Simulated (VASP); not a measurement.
Ta2Sn:

```
CELL_PARAMETERS angstrom
0.00000 3.90597 3.90597
3.90597 0.00000 3.90597
3.90597 3.90597 0.00000
ATOMIC_POSITIONS crystal
Ta 0.62500 0.62500 0.62500
Ta 0.12500 0.62500 0.62500
Ta 0.62500 0.62500 0.12500
Ta 0.62500 0.12500 0.62500
Sn 0.00000 0.00000 0.00000
Sn 0.25000 0.25000 0.25000
```

```yaml
Program: VASP 6.6.1
Task: relaxation of cell and atoms
Functional: PBE
Potentials_or_basis: VASP PAW PBE potentials, release 64 (Ta_pv, Sn_d)
Cutoff: 600 eV
k_mesh: 4 × 4 × 4
Occupations: gaussian, width 0.1 eV
Spin: no spin polarisation
```

At the start: pressure 6.0 GPa; volume 19.86 Å³/atom.

Problem. Where does the relaxation end?

Solution. Over 3 steps the energy falls by 14.7 meV/atom and the volume is 20.69 Å³/atom (+4.2 %); space group Fd-3m (No. 227, to 0.1 Å) before and after.

The path:
```csv
step,energy change (eV),largest force (eV/Å),pressure (GPa),volume (Å³)
1,0.0000,0.0000,6.02,119.18
2,0.1353,0.0000,-7.96,132.52
3,-0.0881,0.0000,-0.10,124.13
```

Final structure:
```
CELL_PARAMETERS angstrom
0.00000 3.95928 3.95928
3.95928 0.00000 3.95928
3.95928 3.95928 0.00000
ATOMIC_POSITIONS crystal
Ta 0.62500 0.62500 0.62500
Ta 0.12500 0.62500 0.62500
Ta 0.62500 0.62500 0.12500
Ta 0.62500 0.12500 0.62500
Sn 0.00000 0.00000 0.00000
Sn 0.25000 0.25000 0.25000
```
